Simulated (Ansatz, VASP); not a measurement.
**Two plane-wave programs on Al**

```xyz
1
Lattice="0.0000 1.9734 2.1252 1.9734 0.0000 2.1252 1.9734 1.9734 0.0000" Properties=species:S:1:pos:R:3 pbc="T T T"
Al    0.0000    0.0000    0.0000
```

Change from the starting cell: strain -0.025 along x and y, +0.050 along z, atoms carried along.

Alike in both runs: task single point; functional LDA; k mesh 20 × 20 × 20; occupations gaussian, width 0.15 eV; no spin polarisation.

```csv
,VASP,Ansatz
version,VASP 6.6.1,Ansatz 0.2.0
potentials or method,"VASP PAW LDA potentials, release 64 (Al), cutoff 520 eV","scalar-relativistic, plane waves, PAW"
valence electrons in the cell,3,3
```

```tsv
	VASP	Ansatz	Ansatz less VASP
gap on the k mesh at the Fermi level (eV)	none	none	-
pressure (GPa)	-3.1	-3.2	-0.05
traceless stress, the component that is largest in VASP (GPa)	-2.72	-2.71	+0.014
```

LDA's correlation is that of Perdew and Zunger in VASP and of Perdew and Wang (1992) in Ansatz. A gap of «none» marks a metal or a gap that the smearing closes.
